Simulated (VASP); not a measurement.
Set up this calculation in VASP 6.6.1, as the native input.

* Task: single point
* Functional: LDA
* Potentials or basis: VASP PAW LDA potentials, release 64 (Te, Pd)
* Cutoff: 500 eV
* k mesh: 7 × 7 × 5
* Occupations: fermi-dirac, width 0.1 eV
* Spin: no spin polarisation
* Dipole correction: no
* Further INCAR settings: ALGO = Normal; EDIFF = 1e-06; NBANDS = 24

The structure of TePd lies in POSCAR:

```
TePd
1.0
    4.1521000000      0.0000000000      0.0000000000
   -2.0760500000      3.5958240791      0.0000000000
    0.0000000000      0.0000000000      5.6719000000
Te Pd
2 2
Direct
    0.6666666667      0.3333333333      0.7500000000
    0.3333333333      0.6666666667      0.2500000000
    0.0000000000      0.0000000000      0.5000000000
    0.0000000000      0.0000000000      0.0000000000
```

These files were run (other wordings do the same):

INCAR

```
ALGO     = Normal         # electronic algorithm
EDIFF    = 1E-6           # SCF threshold, eV
ENCUT    = 500            # plane-wave cutoff, eV
GGA      = CA             # functional
GGA_COMPAT= False        
ISIF     = 2              # what is computed and relaxed
ISMEAR   = -1             # smearing method
LASPH    = True           # aspherical terms in the spheres
LCHARG   = False          # write CHGCAR
LREAL    = False          # projectors in reciprocal space
LWAVE    = False          # write WAVECAR
NBANDS   = 24             # bands
NELM     = 120            # most SCF steps
PREC     = Accurate       # precision mode
SIGMA    = 0.1            # smearing width, eV
```

KPOINTS

```
k-points
0
Gamma
  7 7 5
```

Potentials or basis: VASP PAW LDA potentials, release 64 (Te, Pd).

Run with:

```bash
$ cat potpaw_LDA.64/Te/POTCAR potpaw_LDA.64/Pd/POTCAR > POTCAR
$ mpirun -np 1 vasp_std > vasp.out
```

Results of the run:

| Property | Result |
| --- | --- |
| Pressure | -3.2 GPa |
| Band gap on the k mesh | zero (bands 16 and 17 overlap by 1.10 eV) |

Caveat: the cell stands under tension; spin-orbit coupling is left out, which moves the levels of the heavy elements.

Run time: 39 s on 1 thread of AMD EPYC 7R43 64-Core Processor (Zen 3), on a shared host, peak memory 0.15 GiB.
